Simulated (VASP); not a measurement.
A run of VASP 6.6.1:

The input INCAR:

```
SYSTEM = TiN
PREC = Accurate
ENCUT = 520
EDIFF = 1E-6
ISMEAR = -1
SIGMA = 0.15
LREAL = .False.
LASPH = .True.
NELM = 80
ALGO = Normal
ISIF = 2
LWAVE = .False.
LCHARG = .True.
GGA = CA
LELF = .True.
LVHAR = .True.
NBANDS = 16
```

Contents of KPOINTS:

```
regular mesh
0
Gamma
  18 18 18
  0 0 0
```

Contents of POSCAR:

```
TiN
1.0
    0.0000000000      2.0866176881      2.0866176881
    2.0866176881      0.0000000000      2.0866176881
    2.0866176881      2.0866176881      0.0000000000
Ti N
1 1
Direct
    0.0000000000      0.0000000000      0.0000000000
    0.5000000000      0.5000000000      0.5000000000
```

Potentials or basis: VASP PAW LDA potentials, release 64 (Ti_sv, N).

The run is started by

```bash
$ cat potpaw_LDA.64/Ti_sv/POTCAR potpaw_LDA.64/N/POTCAR > POTCAR
$ mpirun -np 1 vasp_std > vasp.out
```

Hardware: 1 thread of Intel(R) Xeon(R) Platinum 8559C (Emerald Rapids) (shared host).

**Question.** How long does it take, and how much memory?

**Answer.** Wall time 27 s on 1 thread of Intel(R) Xeon(R) Platinum 8559C (Emerald Rapids) (shared host), peak memory 0.17 GiB. Counts: scf iterations 16, k points 195.
